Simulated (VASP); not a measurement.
A run of VASP 6.6.1 is set up as follows.

Contents of INCAR:

```
PREC     = Accurate       # precision mode
ENCUT    = 520            # plane-wave cutoff, eV
EDIFF    = 1E-6           # SCF threshold, eV
ISMEAR   = 0              # smearing method
SIGMA    = 0.15           # smearing width, eV
LREAL    = False          # projectors in reciprocal space
LASPH    = True           # aspherical terms in the spheres
NELM     = 150            # most SCF steps
ALGO     = Normal         # electronic algorithm
ISIF     = 2              # what is computed and relaxed
LWAVE    = False          # write WAVECAR
LCHARG   = False          # write CHGCAR
ISPIN    = 2              # spin polarisation
MAGMOM   = 4.41 0.25      # initial moments
LORBIT   = 11             # projections on sites
LMAXMIX  = 4              # l up to which the mixer works
GGA      = PS             # functional
NBANDS   = 20             # bands
```

The input KPOINTS:

```
Automatic mesh
0
Gamma
  18 18 18
```

File POSCAR:

```
MnO
1.0
    0.0000000000      2.4442000000      2.2220000000
    2.2220000000      0.0000000000      2.2220000000
    2.2220000000      2.4442000000      0.0000000000
Mn O
1 1
Direct
    0.0000000000      0.0000000000      0.0000000000
    0.5000000000      0.5000000000      0.5000000000
```

Potentials or basis: VASP PAW PBE potentials, release 64 (Mn_pv, O).

Launch:

```sh
$ cat potpaw_PBE.64/Mn_pv/POTCAR potpaw_PBE.64/O/POTCAR > POTCAR
$ mpirun -np 1 vasp_std > vasp.out
```

**Question.** Estimate the pressure.

**Answer.** -14.9 GPa.

**Question.** What does it give for the site moments?

**Answer.** Mn +4.39; O +0.19 μB.

**Question.** Estimate the net moment.

**Answer.** 4.86 μB per cell.

Stress tensor (GPa, compression positive):
```
-15.58   0.00   0.00
  0.00 -13.46   0.00
  0.00   0.00 -15.58
```

Caveat: the cell differs from its parent crystal (strain +0.1000 x Voigt [0, 1, 0, 0, 0, 0]); the cell stands under tension; the PAW data sets were made with another functional, which shifts forces and pressure a little; a cell with one magnetic atom can't hold antiferromagnetic order, which such compounds often take.
